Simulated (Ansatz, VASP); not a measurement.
Two plane-wave programs on Hf

```
Hf
1.0
     0.00000    2.28736    2.28736
     2.28736    0.00000    2.28736
     2.28736    2.28736    0.00000
Hf
1
Direct
  0.00000 0.00000 0.00000
```

Alike in both runs: task single point; functional PBE; k mesh 16 × 16 × 16; occupations gaussian, width 0.1 eV; no spin polarisation.

|  | VASP | Ansatz |
| --- | --- | --- |
| version | VASP 6.6.1 | Ansatz 0.2.0 |
| potentials or method | VASP PAW PBE potentials, release 64 (Hf_pv), cutoff 520 eV | scalar-relativistic, plane waves, PAW |
| valence electrons in the cell | 10 | 26 |

```tsv
	VASP	Ansatz	Ansatz less VASP
gap on the k mesh at the Fermi level (eV)	none	none	-
pressure (GPa)	-5.8	-5.4	+0.42
```

A gap of «none» marks a metal or a gap that the smearing closes. VASP's potentials hold 10 valence electrons a cell and Ansatz's 26, so a difference there can come from the potentials and not from the codes.

Neither program's run includes spin-orbit coupling.
